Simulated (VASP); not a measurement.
# HfN (Fmm2) in VASP: further runs, part 2 of 2

VASP 6.6.1.

## Step 3: Single point, LDA

This run uses another cell than the first one, of 11.60 Å³/atom, 1.083 times its volume.

Input file INCAR:

```
ALGO = Normal ; EDIFF = 1E-6
ENCUT = 520 ; GGA = CA
ISIF = 2 ; ISMEAR = 0
LASPH = True ; LCHARG = False
LREAL = False ; LWAVE = False
NBANDS = 14 ; NELM = 100
PREC = Accurate ; SIGMA = 0.15
```

Input file KPOINTS:

```
k-points
0
Gamma
  18 18 18
```

Input file POSCAR:

```
HfN
1.0
    0.0000000000      2.2786551929      2.2339756793
    2.2786551929      0.0000000000      2.2339756793
    2.2786551929      2.2786551929      0.0000000000
Hf N
1 1
Direct
   -0.0015807754      0.0015807754      0.0015807754
    0.5201434601      0.4798565399      0.4798565399
```

Potentials or basis: VASP PAW LDA potentials, release 64 (Hf_pv, N).

Run with:

```bash
> cat potpaw_LDA.64/Hf_pv/POTCAR potpaw_LDA.64/N/POTCAR > POTCAR
> mpirun -np 1 vasp_std > vasp.out
```

OUTCAR:

```text
EDIFF = 1E-6
   ENCUT = 520
   GGA = CA
   ISIF = 2
   ISMEAR = 0
   LASPH = True
   LREAL = False
   NELM = 100
   PREC = Accurate

 ion  position               nearest neighbor table
   1  0.998  0.002  0.002-   2 2.18   2 2.24   2 2.24   2 2.28   2 2.28   2 2.38
   2  0.520  0.480  0.480-   1 2.18   1 2.24   1 2.24   1 2.28   1 2.28   1 2.38

  LATTYP: Found a body centered tetragonal cell.
 ALAT       =     3.2225050778
 C/A-ratio  =     1.3864838847

  Lattice vectors:

 A1 = (   0.0000000000,  -2.2786551929,  -2.2339756793)
 A2 = (   0.0000000000,   2.2786551929,  -2.2339756793)
 A3 = (   2.2786551929,   0.0000000000,   2.2339756793)

Analysis of symmetry for initial positions (statically):
=====================================================================
 Subroutine PRICEL returns:
 Original cell was already a primitive cell.

 Routine SETGRP: Setting up the symmetry group for a
 body centered tetragonal supercell.

 Subroutine GETGRP returns: Found  4 space group operations
 (whereof  4 operations were pure point group operations)
[... 177 lines left out ...]
      5       5.0178      2.00000
      6       5.0237      2.00000
      7       5.0882      2.00000
      8       7.6907      1.99995
      9       7.8799      1.97767
     10       8.0601      1.44200
     11       9.7519      0.00000
     12      10.0563      0.00000
     13      10.5287      0.00000
     14      17.7544      0.00000
[... 377 lines left out ...]
      1     -23.2883      2.00000
      2     -22.8735      2.00000
      3     -22.8573      2.00000
      4      -7.8775      2.00000
      5       1.8029      2.00000
      6       3.0838      2.00000
      7       3.5035      2.00000
      8       8.4729      0.00094
      9       9.0612      0.00000
     10       9.8991      0.00000
     11      12.5397      0.00000
     12      13.1387      0.00000
     13      13.7154      0.00000
     14      19.4679      0.00000

 [... further k-points ...]

------------------------ aborting loop because EDIFF is reached ----------------------------------------

  FORCE on cell =-STRESS in cart. coord.  units (eV):
  Direction    XX          YY          ZZ          XY          YZ          ZX
  --------------------------------------------------------------------------------------
  -------------------------------------------------------------------------------------
  Total       -1.6667314     -2.1572591     -0.8386819      0.0000000      0.0000000      0.0000000
  in kB     -115.1093362   -148.9866057    -57.9218212      0.0000000      0.0000000      0.0000000
  external PRESSURE =    -107.3392544 kB  Pullay stress =       0.0000000 kB

 VOLUME and BASIS-vectors are now :
 -----------------------------------------------------------------------------
  energy-cutoff  :      520.00
  volume of cell :       23.20
      direct lattice vectors                 reciprocal lattice vectors
     0.000000000  2.278655193  2.233975679    -0.219427670  0.219427670  0.223816224
     2.278655193  0.000000000  2.233975679     0.219427670 -0.219427670  0.223816224
     2.278655193  2.278655193  0.000000000     0.219427670  0.219427670 -0.223816224

 POSITION                                       TOTAL-FORCE (eV/Angst)
 -----------------------------------------------------------------------------------
      0.00720      2.27866      2.23398        -1.005218      0.000000      0.000000
      2.18686      2.27866      2.23398         1.005218      0.000000      0.000000
 -----------------------------------------------------------------------------------
    total drift:                                0.000163     -0.000000      0.000000

  FREE ENERGIE OF THE ION-ELECTRON SYSTEM (eV)
  ---------------------------------------------------
  free  energy   TOTEN  =       -23.7757986885 eV

  energy  without entropy=      -23.7686907104  energy(sigma->0) =      -23.77224470
```

OSZICAR:

```text
N       E                     dE             d eps       ncg     rms          rms(c)
DAV:   1     0.350740906874E+02    0.35074E+02   -0.77900E+03 24292   0.101E+03
DAV:   2    -0.249465479581E+02   -0.60021E+02   -0.56191E+02 31408   0.227E+02
DAV:   3    -0.267647154756E+02   -0.18182E+01   -0.18094E+01 28484   0.316E+01
DAV:   4    -0.267711855775E+02   -0.64701E-02   -0.64690E-02 28900   0.226E+00
DAV:   5    -0.267712284492E+02   -0.42872E-04   -0.42871E-04 28334   0.155E-01    0.502E+01
DAV:   6    -0.239425412835E+02    0.28287E+01   -0.85454E+00 25636   0.220E+01    0.430E+01
DAV:   7    -0.238154214556E+02    0.12712E+00   -0.46845E-01 30928   0.526E+00    0.269E+01
DAV:   8    -0.237815521504E+02    0.33869E-01   -0.13264E-01 30400   0.296E+00    0.521E+00
DAV:   9    -0.237759658470E+02    0.55863E-02   -0.15266E-02 28138   0.973E-01    0.186E+00
DAV:  10    -0.237758250850E+02    0.14076E-03   -0.92801E-04 32066   0.269E-01    0.339E-01
DAV:  11    -0.237757992555E+02    0.25830E-04   -0.68619E-05 27130   0.768E-02    0.504E-02
DAV:  12    -0.237757986885E+02    0.56695E-06   -0.66945E-06 31490   0.217E-02
   1 F= -.23775799E+02 E0= -.23772245E+02  d E =-.710798E-02
```

stdout:

```text
POSCAR found type information on POSCAR HfN
 POSCAR found :  2 types and       2 ions
 scaLAPACK will be used
 LDA part: xc-table for (Slater(with rela. corr.)+CA(PZ))
 , standard interpolation
 POSCAR, INCAR and KPOINTS ok, starting setup
 FFT: planning ... GRIDC
 FFT: planning ... GRID_SOFT
 FFT: planning ... GRID
 WAVECAR not read
 entering main loop
```

Wall time 1.8 min (1 thread of AMD EPYC 7R13, shared host); peak memory 0.38 GiB.

What came out:

```
Free energy   : -23.7758 eV
Pressure      : -10.7 GPa
Largest force : 1.005 eV/Å
```

Forces on the atoms (eV/Å):
```
Hf  -1.005  0.000  0.000
N    1.005  0.000  0.000
```

Stress tensor (GPa, compression positive):
```
-11.51   0.00   0.00
  0.00 -14.90   0.00
  0.00   0.00  -5.79
```

Caveat: spin-orbit coupling is left out, which moves the levels of the heavy elements; forces of over 1 eV/Å act on the atoms, so gaps and moduli don't describe the material at rest.

## Step 4: Single point, LDA

This run uses another cell than the first one, of 11.60 Å³/atom, 1.083 times its volume.

Input file INCAR:

```
PREC = Accurate ; ENCUT = 520
EDIFF = 1E-6 ; ISMEAR = 0
SIGMA = 0.15 ; LREAL = False
LASPH = True ; NELM = 100
ALGO = Normal ; ISIF = 2
LWAVE = False ; LCHARG = False
NBANDS = 14
```

Input file KPOINTS:

```
regular mesh
0
Gamma
  18 18 18
```

Input file POSCAR:

```
HfN
1.0
    0.0000000000      2.2786551929      2.2339756793
    2.2786551929      0.0000000000      2.2339756793
    2.2786551929      2.2786551929      0.0000000000
Hf N
1 1
Direct
   -0.0007903877      0.0007903877      0.0007903877
    0.5100717301      0.4899282699      0.4899282699
```

Run with:

```bash
> cat potpaw_LDA.64/Hf_pv/POTCAR potpaw_LDA.64/N/POTCAR > POTCAR
> mpirun -np 1 vasp_std > vasp.out
```

It took 1.8 min on 1 thread of AMD EPYC 7R13, shared host; peak memory 0.38 GiB.

It converged, with:

| Property | Result |
| --- | --- |
| Free energy | -23.8131 eV |
| Pressure | -11.6 GPa |
| Largest force | 0.502 eV/Å |

Forces in eV/Å, atoms in the order of the input:
```
Hf  -0.502  0.000  0.000
N    0.502  0.000  0.000
```

Stress tensor (GPa, compression positive):
```
-14.12   0.00   0.00
  0.00 -14.96   0.00
  0.00   0.00  -5.84
```

Levels at points of the mesh, in eV from the Fermi level:
```
           k point  band 5  band 6  band 7  band 8  band 9  band 10  band 11  band 12
(0.00, 0.00, 0.00)   -3.00   -3.00   -2.91   -0.44   -0.39    -0.19     1.62     1.80
(0.50, 0.00, 0.00)   -8.79   -6.12   -6.10    3.24    3.59     3.70     4.54     8.52
(0.50, 0.50, 0.00)   -5.14   -4.10   -3.66   -3.36    4.04     5.45     5.46     5.57
(0.50, 0.00, 0.50)   -5.35   -4.02   -3.61   -3.24    3.98     5.31     5.58     5.65
(0.00, 0.50, 0.50)   -5.34   -3.76   -3.61   -3.51    3.98     5.31     5.58     5.64
```

Caveat: spin-orbit coupling is left out, which moves the levels of the heavy elements.
